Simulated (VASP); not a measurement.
# NiO (Fm-3m) in VASP: further runs

NiO is run at these levels: PBE; tasks: electric field gradients, density of states.

All numbers are computed with VASP 6.6.1; they aren't measurements. Logs are shortened: lines on timing, memory, paths and dates and some standing lists are left out, and cuts for length are marked.

## 1. The cell of the first run

Symmetry: Fm-3m, No. 225, cubic system. Conventional cell: a = 4.265 Å, b = 4.265 Å, c = 4.265 Å, α = 90.00°, β = 90.00°, γ = 90.00°. Within 2.8 Å of Ni (site symmetry m-3m) lie 6 O at 2.13 Å. O (site symmetry m-3m) has 6 Ni at 2.13 Å within 2.8 Å.

## 2. Electric field gradients, PBE, collinear spin, ferromagnetic start (volume scaled by 1.06)

INCAR reads:

```
ALGO = Normal
EDIFF = 1E-8
ENCUT = 520
GGA = PE
ISIF = 2
ISMEAR = -1
ISPIN = 2
LASPH = T
LCHARG = F
LEFG = T
LMAXMIX = 4
LORBIT = 11
LREAL = F
LWAVE = F
MAGMOM = 1.5 0
NBANDS = 19
NELM = 150
PREC = Accurate
SIGMA = 0.03
```

KPOINTS reads:

```
k-points
0
Gamma
  15 15 15
```

POSCAR reads:

```
NiO
1.0
    0.0000000000      2.1323264917      2.1323264917
    2.1323264917      0.0000000000      2.1323264917
    2.1323264917      2.1323264917      0.0000000000
Ni O
1 1
Direct
    0.0000000000      0.0000000000      0.0000000000
    0.5000000000      0.5000000000      0.5000000000
```

Potentials or basis: VASP PAW PBE potentials, release 64 (Ni, O).

Launch:

```console
cat potpaw_PBE.64/Ni/POTCAR potpaw_PBE.64/O/POTCAR > POTCAR
mpirun -np 1 vasp_std > vasp.out
```

OUTCAR:

```text
EDIFF = 1E-8
   ENCUT = 520
   GGA = PE
   ISIF = 2
   ISMEAR = -1
   ISPIN = 2
   LASPH = T
   LORBIT = 11
   LREAL = F
   NELM = 150
   PREC = Accurate

 ion  position               nearest neighbor table
   1  0.000  0.000  0.000-   2 2.13   2 2.13   2 2.13   2 2.13   2 2.13   2 2.13
   2  0.500  0.500  0.500-   1 2.13   1 2.13   1 2.13   1 2.13   1 2.13   1 2.13

  LATTYP: Found a face centered cubic cell.
 ALAT       =     4.2646529834

  Lattice vectors:

 A1 = (   0.0000000000,   2.1323264917,   2.1323264917)
 A2 = (   2.1323264917,   0.0000000000,   2.1323264917)
 A3 = (   2.1323264917,   2.1323264917,   0.0000000000)

Analysis of symmetry for initial positions (statically):
=====================================================================
 Subroutine PRICEL returns:
 Original cell was already a primitive cell.

 Routine SETGRP: Setting up the symmetry group for a
 face centered cubic supercell.

 Subroutine GETGRP returns: Found 48 space group operations
 (whereof 48 operations were pure point group operations)
 out of a pool of 48 trial point group operations.

The static configuration has the point symmetry O_h .

Analysis of symmetry for dynamics (positions and initial velocities):
=====================================================================
 Subroutine PRICEL returns:
 Original cell was already a primitive cell.

 Routine SETGRP: Setting up the symmetry group for a
 face centered cubic supercell.

 Subroutine GETGRP returns: Found 48 space group operations
 (whereof 48 operations were pure point group operations)
 out of a pool of 48 trial point group operations.

The dynamic configuration has the point symmetry O_h .

Analysis of structural, dynamic, and magnetic symmetry:
=====================================================================
 Subroutine PRICEL returns:
 Original cell was already a primitive cell.

 Routine SETGRP: Setting up the symmetry group for a
 face centered cubic supercell.

 Subroutine GETGRP returns: Found 48 space group operations
 (whereof 48 operations were pure point group operations)
 out of a pool of 48 trial point group operations.

The overall configuration has the point symmetry O_h .

 Subroutine INISYM returns: Found 48 space group operations
 (whereof 48 operations are pure point group operations),
 and found     1 'primitive' translations

----------------------------------------------------------------------------------------

                                     Primitive cell

  volume of cell :      19.3906

  direct lattice vectors                    reciprocal lattice vectors
     0.000000000  2.132326492  2.132326492    -0.234485667  0.234485667  0.234485667
     2.132326492  0.000000000  2.132326492     0.234485667 -0.234485667  0.234485667
     2.132326492  2.132326492  0.000000000     0.234485667  0.234485667 -0.234485667

  length of vectors
     3.015565044  3.015565044  3.015565044     0.406141089  0.406141089  0.406141089

  position of ions in fractional coordinates (direct lattice)
     0.000000000  0.000000000  0.000000000
     0.500000000  0.500000000  0.500000000

  ion indices of the primitive-cell ions
   primitive index   ion index
                 1           1
                 2           2

----------------------------------------------------------------------------------------

 KPOINTS: k-points

Automatic generation of k-mesh.
 Grid dimensions read from file:
 generate k-points for:   15   15   15

 Generating k-lattice:

  Cartesian coordinates                     Fractional coordinates (reciprocal lattice)
[... 52 lines left out ...]
   ISTART =      0    job   : 0-new  1-cont  2-samecut
   ICHARG =      2    charge: 1-file 2-atom 10-const
   ISPIN  =      2    spin polarized calculation?
   LNONCOLLINEAR =      F non collinear calculations
   LSORBIT =      F    spin-orbit coupling
   LASPH  =      T    aspherical Exc in radial PAW
   ENCUT  =  520.0 eV  38.22 Ry    6.18 a.u.   5.61  5.61  5.61*2*pi/ulx,y,z
   NELM   =    150;   NELMIN=  2; NELMDL= -5     # of ELM steps
   EDIFF  = 0.1E-07   stopping-criterion for ELM
   LREAL  =      F    real-space projection
   EDIFFG = 0.1E-06   stopping-criterion for IOM
   NSW    =      0    number of steps for IOM
   IBRION =     -1    ionic relax: 0-MD 1-quasi-New 2-CG
   NFREE  =      0    steps in history (QN), initial steepest desc. (CG)
   ISIF   =      2    stress and relaxation
   ISYM   =      2    0-nonsym 1-usesym 2-fastsym
   POTIM  = 0.5000    time-step for ionic-motion
   TEBEG  =    0.0;   TEEND  =   0.0 temperature during run
   PSTRESS=    0.0 pullay stress
   NELECT =      16.0000    total number of electrons
   NUPDOWN=      -1.0000    fix difference up-down
   EMIN   =  10.00;   EMAX   =-10.00  energy-range for DOS
   EFERMI =   0.00;   METHOD = LEGACY
   ISMEAR =    -1;   SIGMA  =   0.03  broadening in eV -4-tet -1-fermi 0-gaus
   EFERMI_NEDOS =   21; number of points for ismear=-14 and -15
   IALGO  =     38    algorithm
   IMIX   =      4    mixing-type and parameters
     AMIX     =   0.40;   BMIX     =  1.00
     AMIX_MAG =   1.60;   BMIX_MAG =  1.00
  volume/ion in A,a.u.               =       9.70        65.43
  Fermi-wavevector in a.u.,A,eV,Ry     =   1.535505  2.901683 32.079468  2.357774
  Thomas-Fermi vector in A             =   2.642284
   LORBIT       =     11    0 simple, 1 ext, 2 COOP (PROOUT), +10 PAW based schemes
   GGA     = PE    functional components
   LHFCALC =     F    Hartree Fock is set to
   AEXX    =    0.0000 exact exchange contribution
   IVDW    =     0    specifies the selected vdW correction
   LEPSILON=     F    determine dielectric tensor
   LRPA    =     F    only Hartree local field effects (RPA)
 spin polarized calculation
  energy-cutoff  :      520.00
  volume of cell :       19.39
 maximum number of plane-waves:       534
   NGX = 11   NGY = 11   NGZ = 11

 number of electron      16.0000010 magnetization       1.8511608

 Free energy of the ion-electron system (eV)
  ---------------------------------------------------
  ext. energy  EPLUGINS =         0.00000000
  ---------------------------------------------------
  free energy    TOTEN  =       -11.46878299 eV

  energy without entropy =      -11.46539074  energy(sigma->0) =      -11.46708687

 E-fermi :   6.9599     XC(G=0): -12.3160

 val. band max:        6.9570126815   @ k =  -0.4667   0.1333   0.0667
 cond. band min:       6.9643219751   @ k =   0.3333   0.2667   0.0667
 fundamental gap:      0.0073092936
 Fermi energy:         6.9599229088

 spin component 1

 k-point     1 :       0.0000    0.0000    0.0000
  band No.  band energies     occupation
      1     -12.7716      1.00000
      2       3.8652      1.00000
      3       3.8653      1.00000
      4       4.2826      1.00000
      5       4.2826      1.00000
      6       4.2826      1.00000
[... 517 lines left out ...]
     18      33.7884      0.00000
     19      36.1199      0.00000

 [... further k-points ...]

 spin component 2

 k-point     1 :       0.0000    0.0000    0.0000
  band No.  band energies     occupation
      1     -12.2945      1.00000
      2       4.8272      1.00000
      3       4.8272      1.00000
      4       4.8272      1.00000
      5       5.2858      1.00000
      6       5.2860      1.00000
[... 517 lines left out ...]
     18      34.3244      0.00000
     19      36.7669      0.00000

 [... further k-points ...]
[... 5 lines left out ...]
  --------------------------------------------------------------------------------------
  -------------------------------------------------------------------------------------
  Total       -0.6870767     -0.6870767     -0.6870767      0.0000000      0.0000000      0.0000000
  in kB      -56.7707560    -56.7707560    -56.7707560      0.0000000      0.0000000      0.0000000
  external PRESSURE =     -56.7707560 kB  Pullay stress =       0.0000000 kB

 VOLUME and BASIS-vectors are now :
 -----------------------------------------------------------------------------
  energy-cutoff  :      520.00
  volume of cell :       19.39
      direct lattice vectors                 reciprocal lattice vectors
     0.000000000  2.132326492  2.132326492    -0.234485667  0.234485667  0.234485667
     2.132326492  0.000000000  2.132326492     0.234485667 -0.234485667  0.234485667
     2.132326492  2.132326492  0.000000000     0.234485667  0.234485667 -0.234485667

 POSITION                                       TOTAL-FORCE (eV/Angst)
 -----------------------------------------------------------------------------------
      0.00000      0.00000      0.00000         0.000000      0.000000      0.000000
      2.13233      2.13233      2.13233         0.000000      0.000000      0.000000
 -----------------------------------------------------------------------------------
    total drift:                                0.000000     -0.000000     -0.000000

  FREE ENERGIE OF THE ION-ELECTRON SYSTEM (eV)
  ---------------------------------------------------
  free  energy   TOTEN  =       -11.4687829937 eV

  energy  without entropy=      -11.4653907369  energy(sigma->0) =      -11.46708687

 Electric field gradients (V/A^2)
---------------------------------------------------------------------
 ion       V_xx      V_yy      V_zz      V_xy      V_xz      V_yz
---------------------------------------------------------------------
   1      -0.000    -0.000    -0.000    -0.003    -0.003    -0.003
   2      -0.000    -0.000    -0.000    -0.002    -0.002    -0.002
---------------------------------------------------------------------

 Electric field gradients after diagonalization (V/A^2)
 (convention: |V_zz| > |V_xx| > |V_yy|)
----------------------------------------------------------------------
 ion       V_xx      V_yy      V_zz     asymmetry (V_yy - V_xx)/ V_zz
----------------------------------------------------------------------
   1       0.003     0.003    -0.005       0.000
   2       0.002     0.002    -0.004       0.000
----------------------------------------------------------------------

           NMR quadrupolar parameters

 Cq : quadrupolar parameter    Cq=e*Q*V_zz/h
 eta: asymmetry parameters     (V_yy - V_xx)/ V_zz
 Q  : nuclear electric quadrupole moment in mb (millibarn)
----------------------------------------------------------------------
 ion       Cq(MHz)       eta       Q (mb)
----------------------------------------------------------------------
   1      -0.000       0.000       1.000
   2      -0.000       0.000       1.000
----------------------------------------------------------------------

 total charge

# of ion       s       p       d       tot
------------------------------------------
    1        0.314   0.360   8.199   8.873
    2        1.556   3.396   0.000   4.952
--------------------------------------------------
tot          1.870   3.756   8.199  13.825

 magnetization (x)

# of ion       s       p       d       tot
------------------------------------------
    1        0.011   0.014   1.488   1.513
    2        0.026   0.264   0.000   0.291
--------------------------------------------------
tot          0.037   0.278   1.488   1.803
```

It took 76 s on 1 thread of Intel Xeon Platinum 8259CL at 2.50GHz (Skylake/Cascade Lake), shared host; peak memory 0.2 GiB.

What came out:

* Free energy: -11.4688 eV
* Pressure: -5.7 GPa
* Net moment: 1.85 μB per cell
* Site moments: Ni +1.51; O +0.29 μB
* Valence electrons inside the program's atomic spheres: Ni 8.87; O 4.95

Caveat: without QUAD_EFG the Cq values of the log hold for a quadrupole moment of 1 mb, not for the nuclei; a cell with one magnetic atom can't hold antiferromagnetic order, which such compounds often take; semilocal functionals often make such compounds metallic where correlation or magnetic order opens a gap, which also shifts bond lengths.

(Part 1 of 2 ends here.)
